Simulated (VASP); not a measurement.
# TiO2 (C2/c) in VASP: a series of runs

The runs below take TiO2 through single point, with PBEsol.

Program: VASP 6.6.1. These are calculated values, not measurements. Logs are shortened: lines on timing, memory, paths and dates and some standing lists are left out, and cuts for length are marked.

## 1. The cell of the first run

It takes space group C2/c (No. 15, monoclinic). The conventional cell has a = 5.367 Å, b = 5.368 Å, c = 5.426 Å, α = 90.00°, β = 118.77°, γ = 90.00°. Within 2.5 Å of Ti (site symmetry 2) lie 6 O at 1.92 to 1.99 Å. O (site symmetry 1) has 3 Ti at 1.92 to 1.99 Å and 2 O at 2.48 Å within 2.5 Å.

## 2. Single point, PBEsol

Contents of INCAR:

```
SYSTEM = TiO2
  PREC = Accurate
  ENCUT = 520
  EDIFF = 1E-6
  ISMEAR = 0
  SIGMA = 0.01
  LREAL = .FALSE.
  LASPH = .TRUE.
  NELM = 100
  ALGO = Normal
  ISIF = 2
  LWAVE = .FALSE.
  LCHARG = .TRUE.
  GGA = PS
  LELF = .TRUE.
  LVHAR = .TRUE.
  NBANDS = 33
```

Contents of KPOINTS:

```
regular mesh
0
G
  5 5 4
  0 0 0
```

Contents of POSCAR:

```
TiO2
1.0
    2.6832931433     -2.6839089246      0.0000000000
    2.6832931433      2.6839089246      0.0000000000
   -2.6113994411      0.0000000000      4.7563272203
Ti O
2 4
Direct
    0.1341100000      0.8658900000      0.2500000000
    0.8658900000      0.1341100000      0.7500000000
    0.3312210000      0.0887550000      0.6671490000
    0.6687790000      0.9112450000      0.3328510000
    0.9112450000      0.6687790000      0.8328510000
    0.0887550000      0.3312210000      0.1671490000
```

Potentials or basis: VASP PAW PBE potentials, release 64 (Ti_sv, O).

On the command line:

```console
> cat potpaw_PBE.64/Ti_sv/POTCAR potpaw_PBE.64/O/POTCAR > POTCAR
> mpirun -np 1 vasp_std > vasp.out
```

OUTCAR:

```text
SYSTEM = TiO2
   PREC = Accurate
   ENCUT = 520
   EDIFF = 1E-6
   ISMEAR = 0
   LREAL = .FALSE.
   LASPH = .TRUE.
   NELM = 100
   ISIF = 2
   GGA = PS

 ion  position               nearest neighbor table
   1  0.134  0.866  0.250-   4 1.92   6 1.92   6 1.96   4 1.96   3 1.99   5 1.99
   2  0.866  0.134  0.750-   5 1.92   3 1.92   5 1.96   3 1.96   6 1.99   4 1.99
   3  0.331  0.089  0.667-   2 1.92   2 1.96   1 1.99
   4  0.669  0.911  0.333-   1 1.92   1 1.96   2 1.99
   5  0.911  0.669  0.833-   2 1.92   2 1.96   1 1.99
   6  0.089  0.331  0.167-   1 1.92   1 1.96   2 1.99

  LATTYP: Found a base centered monoclinic cell.
 ALAT       =     5.3665862866
 B/A-ratio  =     1.0002294872
 C/A-ratio  =     1.0110809974
 COS(beta)  =    -0.4812705001

  Lattice vectors:

 A1 = (   2.6832931433,  -2.6839089246,   0.0000000000)
 A2 = (   2.6832931433,   2.6839089246,   0.0000000000)
 A3 = (  -2.6113994411,   0.0000000000,   4.7563272203)

Analysis of symmetry for initial positions (statically):
=====================================================================
 Subroutine PRICEL returns:
 Original cell was already a primitive cell.

 Routine SETGRP: Setting up the symmetry group for a
 base centered monoclinic supercell.

 Subroutine GETGRP returns: Found  4 space group operations
 (whereof  2 operations were pure point group operations)
 out of a pool of  4 trial point group operations.

The static configuration has the point symmetry S_2 .
 The point group associated with its full space group is C_2h.

Analysis of symmetry for dynamics (positions and initial velocities):
=====================================================================
 Subroutine PRICEL returns:
 Original cell was already a primitive cell.

 Routine SETGRP: Setting up the symmetry group for a
 base centered monoclinic supercell.

 Subroutine GETGRP returns: Found  4 space group operations
 (whereof  2 operations were pure point group operations)
 out of a pool of  4 trial point group operations.

The dynamic configuration has the point symmetry S_2 .
 The point group associated with its full space group is C_2h.

 Subroutine INISYM returns: Found  4 space group operations
 (whereof  2 operations are pure point group operations),
 and found     1 'primitive' translations

----------------------------------------------------------------------------------------

                                     Primitive cell

  volume of cell :      68.5074

  direct lattice vectors                    reciprocal lattice vectors
     2.683293143 -2.683908925  0.000000000     0.186338195 -0.186295442  0.102306556
     2.683293143  2.683908925  0.000000000     0.186338195  0.186295442  0.102306556
    -2.611399441  0.000000000  4.756327220     0.000000000  0.000000000  0.210246258

  length of vectors
     3.795185003  3.795185003  5.426053415     0.282656233  0.282656233  0.210246258

  position of ions in fractional coordinates (direct lattice)
     0.134110000  0.865890000  0.250000000
     0.865890000  0.134110000  0.750000000
     0.331221000  0.088755000  0.667149000
     0.668779000  0.911245000  0.332851000
     0.911245000  0.668779000  0.832851000
     0.088755000  0.331221000  0.167149000

  ion indices of the primitive-cell ions
   primitive index   ion index
                 1           1
                 2           2
                 3           3
                 4           4
                 5           5
                 6           6

----------------------------------------------------------------------------------------

 KPOINTS: regular mesh

Automatic generation of k-mesh.
 Grid dimensions read from file:
 generate k-points for:    5    5    4

 Generating k-lattice:

  Cartesian coordinates                     Fractional coordinates (reciprocal lattice)
     0.037267639 -0.037259088  0.020461311     0.200000000  0.000000000 -0.000000000
     0.037267639  0.037259088  0.020461311     0.000000000  0.200000000 -0.000000000
     0.000000000  0.000000000  0.052561565     0.000000000  0.000000000  0.250000000

  Length of vectors
     0.056531247  0.056531247  0.052561565

  Shift w.r.t. Gamma in fractional coordinates (k-lattice)
     0.000000000  0.000000000  0.000000000

 Subroutine IBZKPT returns following result:
 ===========================================

 Found     33 irreducible k-points:

 Following reciprocal coordinates:
            Coordinates               Weight
  0.000000  0.000000  0.000000      1.000000
  0.200000  0.000000 -0.000000      4.000000
  0.400000  0.000000  0.000000      4.000000
  0.200000  0.200000 -0.000000      2.000000
  0.400000  0.200000  0.000000      4.000000
 -0.400000  0.200000  0.000000      4.000000
[... 16 lines left out ...]
 -0.200000 -0.400000  0.250000      4.000000
 -0.200000 -0.200000  0.250000      2.000000
 [... further k-points ...]
[... 54 lines left out ...]
   NGX = 15   NGY = 15   NGZ = 21

 number of electron      47.9999986 magnetization

 Free energy of the ion-electron system (eV)
  ---------------------------------------------------
  ext. energy  EPLUGINS =         0.00000000
  ---------------------------------------------------
  free energy    TOTEN  =       -56.20754140 eV

  energy without entropy =      -56.20754140  energy(sigma->0) =      -56.20754140

 E-fermi :   3.2754     XC(G=0): -10.9921

 val. band max:        3.2336637075   @ k =  -0.4000   0.4000   0.0000
 cond. band min:       5.2731381259   @ k =   0.0000   0.0000   0.0000
 fundamental gap:      2.0394744185
 Fermi energy:         3.2753902835

 k-point     1 :       0.0000    0.0000    0.0000
  band No.  band energies     occupation
      1     -52.9263      2.00000
      2     -52.8649      2.00000
      3     -29.5060      2.00000
      4     -29.2632      2.00000
      5     -29.2629      2.00000
      6     -29.1935      2.00000
[... 25 lines left out ...]
     32       8.5177      0.00000
     33       8.5336      0.00000

 k-point     2 :       0.2000    0.0000   -0.0000
  band No.  band energies     occupation
      1     -52.9210      2.00000
      2     -52.8687      2.00000
      3     -29.4922      2.00000
      4     -29.3086      2.00000
      5     -29.2670      2.00000
      6     -29.2097      2.00000
[... 25 lines left out ...]
     32       8.8808      0.00000
     33       9.2896      0.00000

 k-point     3 :       0.4000    0.0000    0.0000
  band No.  band energies     occupation
      1     -52.9097      2.00000
      2     -52.8775      2.00000
      3     -29.4663      2.00000
      4     -29.3826      2.00000
      5     -29.2726      2.00000
      6     -29.2289      2.00000
[... 25 lines left out ...]
     32       9.1908      0.00000
     33       9.7584      0.00000

 k-point     4 :       0.2000    0.2000   -0.0000
  band No.  band energies     occupation
      1     -52.9131      2.00000
      2     -52.8751      2.00000
      3     -29.4615      2.00000
      4     -29.3432      2.00000
      5     -29.2924      2.00000
      6     -29.2238      2.00000
[... 25 lines left out ...]
     32       9.5811      0.00000
     33       9.7800      0.00000

 k-point     5 :       0.4000    0.2000    0.0000
  band No.  band energies     occupation
      1     -52.9028      2.00000
      2     -52.8829      2.00000
      3     -29.4504      2.00000
      4     -29.4058      2.00000
      5     -29.2983      2.00000
      6     -29.2556      2.00000
[... 604 lines left out ...]
 k-point    22 :      -0.4000   -0.4000    0.2500
  band No.  band energies     occupation
      1     -52.8986      2.00000
      2     -52.8846      2.00000
      3     -29.4678      2.00000
      4     -29.4385      2.00000
      5     -29.3132      2.00000
      6     -29.2932      2.00000
[... 25 lines left out ...]
     32      10.0006      0.00000
     33      10.4561      0.00000

 k-point    23 :      -0.2000   -0.4000    0.2500
  band No.  band energies     occupation
      1     -52.9094      2.00000
      2     -52.8763      2.00000
      3     -29.4880      2.00000
      4     -29.3833      2.00000
      5     -29.2942      2.00000
      6     -29.2586      2.00000
[... 25 lines left out ...]
     32       9.9477      0.00000
     33      10.1596      0.00000

 k-point    24 :      -0.2000   -0.2000    0.2500
  band No.  band energies     occupation
      1     -52.9189      2.00000
      2     -52.8692      2.00000
      3     -29.5028      2.00000
      4     -29.3263      2.00000
      5     -29.2856      2.00000
      6     -29.2282      2.00000
[... 25 lines left out ...]
     32       9.5846      0.00000
     33       9.7037      0.00000

 [... further k-points ...]

------------------------ aborting loop because EDIFF is reached ----------------------------------------

  FORCE on cell =-STRESS in cart. coord.  units (eV):
  Direction    XX          YY          ZZ          XY          YZ          ZX
  --------------------------------------------------------------------------------------
  -------------------------------------------------------------------------------------
  Total       -0.8286821     -0.8483680     -0.6041099      0.0000000      0.0000000     -0.0577851
  in kB      -19.3803185    -19.8407118    -14.1282672      0.0000000      0.0000000     -1.3514164
  external PRESSURE =     -17.7830991 kB  Pullay stress =       0.0000000 kB

 VOLUME and BASIS-vectors are now :
 -----------------------------------------------------------------------------
  energy-cutoff  :      520.00
  volume of cell :       68.51
      direct lattice vectors                 reciprocal lattice vectors
     2.683293143 -2.683908925  0.000000000     0.186338195 -0.186295442  0.102306556
     2.683293143  2.683908925  0.000000000     0.186338195  0.186295442  0.102306556
    -2.611399441  0.000000000  4.756327220     0.000000000  0.000000000  0.210246258

 POSITION                                       TOTAL-FORCE (eV/Angst)
 -----------------------------------------------------------------------------------
      2.03044      1.96403      1.18908         0.000000      0.089771     -0.000000
      0.72474     -1.96403      3.56725         0.000000     -0.089771      0.000000
     -0.61527     -0.65076      3.17318        -0.013219     -0.010273     -0.073633
      3.37046      0.65076      1.58315         0.013219      0.010273      0.073633
      2.06476     -0.65076      3.96131         0.013219     -0.010273      0.073633
      0.69043      0.65076      0.79502        -0.013219      0.010273     -0.073633
 -----------------------------------------------------------------------------------
    total drift:                               -0.000000      0.000000     -0.000000

  FREE ENERGIE OF THE ION-ELECTRON SYSTEM (eV)
  ---------------------------------------------------
  free  energy   TOTEN  =       -56.2075413978 eV

  energy  without entropy=      -56.2075413978  energy(sigma->0) =      -56.20754140
```

Wall time 60 s (1 thread of Intel Xeon 6975P-C, shared host); peak memory 0.21 GiB.

Results:

```
Free energy            : -56.2075 eV
Pressure               : -1.8 GPa
Largest force          : 0.090 eV/Å
Band gap on the k mesh : 2.04 eV, indirect (least direct gap 2.39 eV)
```

Forces on the atoms (eV/Å):
```
Ti   0.000  0.090  0.000
Ti   0.000 -0.090  0.000
O   -0.013 -0.010 -0.074
O    0.013  0.010  0.074
O    0.013 -0.010  0.074
O   -0.013  0.010 -0.074
```

Levels at points of the mesh, in eV from the valence-band top:
```tsv
k point	band 22	band 23	band 24	band 25	band 26	band 27
(0.00, 0.00, 0.00)	-0.73	-0.49	-0.48	2.04	2.81	3.90
(0.00, 0.00, 0.50)	-1.27	-0.14	-0.14	2.41	2.41	3.72
```

Caveat: the PAW data sets were made with another functional, which shifts forces and pressure a little. As with any semilocal functional, this PBEsol gap is likely too small.

## 3. Single point, PBEsol

This run uses another cell than the first one, of 12.30 Å³/atom, 1.077 times its volume.

Contents of INCAR:

```
SYSTEM = TiO2
  PREC = Accurate
  ENCUT = 520
  EDIFF = 1E-6
  ISMEAR = 0
  SIGMA = 0.01
  LREAL = .False.
  LASPH = .True.
  NELM = 100
  ALGO = Normal
  ISIF = 2
  LWAVE = .False.
  LCHARG = .False.
  GGA = PS
  NBANDS = 33
```

Contents of KPOINTS:

```
Automatic mesh
0
Gamma
  5 5 4
  0 0 0
```

POSCAR, as its differences from that of step 2:

```diff
@@ -2,5 +2,5 @@
 1.0
-    2.6832931433     -2.6839089246      0.0000000000
-    2.6832931433      2.6839089246      0.0000000000
-   -2.6113994411      0.0000000000      4.7563272203
+    2.7504030990     -2.7510342812      0.0000000000
+    2.7504030990      2.7510342812      0.0000000000
+   -2.6767113140      0.0000000000      4.8752843718
 Ti O
```

Potentials or basis: VASP PAW PBE potentials, release 64 (Ti_sv, O).

On the command line:

```console
> cat potpaw_PBE.64/Ti_sv/POTCAR potpaw_PBE.64/O/POTCAR > POTCAR
> mpirun -np 1 vasp_std > vasp.out
```

Wall time 84 s (1 thread of Intel Xeon 6975P-C, shared host); peak memory 0.21 GiB.

The run converged. Its results:

| Quantity | Value |
| --- | --- |
| Free energy | -55.9187 eV |
| Pressure | -15.3 GPa |
| Largest force | 0.470 eV/Å |
| Band gap on the k mesh | 1.88 eV, indirect (least direct gap 2.22 eV) |

Forces on the atoms (eV/Å):
```
Ti   0.000  0.005  0.000
Ti   0.000 -0.005  0.000
O    0.045 -0.084 -0.460
O   -0.045  0.084  0.460
O   -0.045 -0.084  0.460
O    0.045  0.084 -0.460
```

Stress tensor (GPa, compression positive):
```
-15.26   0.00  -0.69
  0.00 -15.27   0.00
 -0.69   0.00 -15.44
```

Levels at points of the mesh, in eV from the valence-band top:
```tsv
k point	band 20	band 21	band 22	band 23	band 24	band 25	band 26	band 27	band 28	band 29
(0.00, 0.00, 0.00)	-0.83	-0.82	-0.75	-0.43	-0.42	1.88	2.54	3.50	3.51	3.57
(0.00, 0.00, 0.50)	-1.33	-1.27	-1.27	-0.16	-0.16	2.20	2.20	3.34	3.34	3.76
```

Caveat: the PAW data sets were made with another functional, which shifts forces and pressure a little. A k mesh can miss the band edges.

## 4. Single point, PBEsol

This run uses another cell than the first one, of 12.59 Å³/atom, 1.103 times its volume.

Contents of INCAR:

```
PREC = Accurate
ENCUT = 520
EDIFF = 1E-7
ISMEAR = 0
SIGMA = 0.01
LREAL = False
LASPH = True
NELM = 100
ALGO = Normal
ISIF = 2
LWAVE = False
LCHARG = False
GGA = PS
NBANDS = 33
```

Contents of KPOINTS:

```
Automatic mesh
0
Gamma
  5 5 4
```

POSCAR, as its differences from that of step 3:

```diff
@@ -2,5 +2,5 @@
 1.0
-    2.7504030990     -2.7510342812      0.0000000000
-    2.7504030990      2.7510342812      0.0000000000
-   -2.6767113140      0.0000000000      4.8752843718
+    2.7720607080     -2.7726968603      0.0000000000
+    2.7720607080      2.7726968603      0.0000000000
+   -2.6977886488      0.0000000000      4.9136740183
 Ti O
```

On the command line:

```console
> cat potpaw_PBE.64/Ti_sv/POTCAR potpaw_PBE.64/O/POTCAR > POTCAR
> mpirun -np 1 vasp_std > vasp.out
```

It took 89 s on 1 thread of Intel Xeon 6975P-C, shared host; peak memory 0.22 GiB.

Results (log left out):

| Item | Value |
| --- | --- |
| Free energy | -55.7344 eV |
| Pressure | -18.7 GPa |
| Largest force | 0.580 eV/Å |
| Band gap on the k mesh | 1.83 eV, indirect (least direct gap 2.16 eV) |

Forces on the atoms (eV/Å):
```
Ti   0.000 -0.020  0.000
Ti   0.000  0.020  0.000
O    0.062 -0.105 -0.567
O   -0.062  0.105  0.567
O   -0.062 -0.105  0.567
O    0.062  0.105 -0.567
```

Stress tensor (GPa, compression positive):
```
-18.56   0.00  -0.83
  0.00 -18.56   0.00
 -0.83   0.00 -18.91
```

Levels at points of the mesh, in eV from the valence-band top:
| k point | band 21 | band 22 | band 23 | band 24 | band 25 | band 26 | band 27 | band 28 |
| --- | --- | --- | --- | --- | --- | --- | --- | --- |
| (0.00, 0.00, 0.00) | -0.83 | -0.76 | -0.41 | -0.40 | 1.83 | 2.46 | 3.38 | 3.39 |
| (0.00, 0.00, 0.50) | -1.27 | -1.27 | -0.16 | -0.16 | 2.13 | 2.13 | 3.22 | 3.22 |

Caveat: the PAW data sets were made with another functional, which shifts forces and pressure a little. A k mesh can miss the band edges.

## 5. Single point, PBEsol

This run uses another cell than the first one, of 12.88 Å³/atom, 1.128 times its volume.

Contents of INCAR:

```
SYSTEM = TiO2
ALGO = Normal ; EDIFF = 1E-6
ENCUT = 520 ; GGA = PS
ISIF = 2 ; ISMEAR = 0
LASPH = .True. ; LCHARG = .False.
LREAL = .False. ; LWAVE = .False.
NBANDS = 33 ; NELM = 60
PREC = Accurate ; SIGMA = 0.01
```

Contents of KPOINTS:

```
k-points
0
Gamma
  5 5 4
  0 0 0
```

POSCAR, as its differences from that of step 4:

```diff
@@ -2,5 +2,5 @@
 1.0
-    2.7720607080     -2.7726968603      0.0000000000
-    2.7720607080      2.7726968603      0.0000000000
-   -2.6977886488      0.0000000000      4.9136740183
+    2.7933850899     -2.7940261359      0.0000000000
+    2.7933850899      2.7940261359      0.0000000000
+   -2.7185416847      0.0000000000      4.9514729962
 Ti O
```

On the command line:

```console
> cat potpaw_PBE.64/Ti_sv/POTCAR potpaw_PBE.64/O/POTCAR > POTCAR
> mpirun -np 1 vasp_std > vasp.out
```

Wall time 85 s (1 thread of Intel Xeon 6975P-C, shared host); peak memory 0.21 GiB.

Results (log left out):

| Item | Value |
| --- | --- |
| Free energy | -55.5154 eV |
| Pressure | -21.6 GPa |
| Largest force | 0.679 eV/Å |
| Band gap on the k mesh | 1.78 eV, indirect (least direct gap 2.10 eV) |

Forces in eV/Å, atoms in the order of the input:
```
Ti   0.000 -0.043  0.000
Ti   0.000  0.043  0.000
O    0.077 -0.124 -0.664
O   -0.077  0.124  0.664
O   -0.077 -0.124  0.664
O    0.077  0.124 -0.664
```

Stress tensor (GPa, compression positive):
```
-21.48   0.00  -0.95
  0.00 -21.47   0.00
 -0.95   0.00 -21.99
```

Levels at points of the mesh, in eV from the valence-band top:
```csv
k point,band 20,band 21,band 22,band 23,band 24,band 25,band 26,band 27,band 28,band 29
"(0.00, 0.00, 0.00)",-0.84,-0.84,-0.75,-0.39,-0.39,1.78,2.38,3.26,3.27,3.34
"(0.00, 0.00, 0.50)",-1.30,-1.27,-1.27,-0.17,-0.17,2.07,2.07,3.11,3.11,3.53
```

Caveat: the PAW data sets were made with another functional, which shifts forces and pressure a little. PBEsol gaps usually lie below the measured ones, often by a third to a half.

## 6. Overview

```tsv
cell	gap on the mesh (eV)	pressure (GPa)	largest force (eV/Å)
a = 3.795, b = 3.795, c = 5.426 Å, angles 109.9, 109.9, 90.0°, 6 atoms	2.04	-1.8	0.09
a = 3.890, b = 3.890, c = 5.562 Å, angles 109.9, 109.9, 90.0°, 6 atoms	1.88	-15.3	0.47
a = 3.921, b = 3.921, c = 5.606 Å, angles 109.9, 109.9, 90.0°, 6 atoms	1.83	-18.7	0.58
a = 3.951, b = 3.951, c = 5.649 Å, angles 109.9, 109.9, 90.0°, 6 atoms	1.78	-21.6	0.68
```

Alike in all rows: task single point; level PBEsol; potentials or basis VASP PAW PBE potentials, release 64 (Ti_sv, O); no spin polarisation; k mesh 5 × 5 × 4; cutoff (eV) 520; smearing gaussian 0.01 eV.

Caveats: the PAW data sets were made with another functional, which shifts forces and pressure a little.

Total energies depend on the potentials used, so only differences within one code and one set of settings carry meaning.
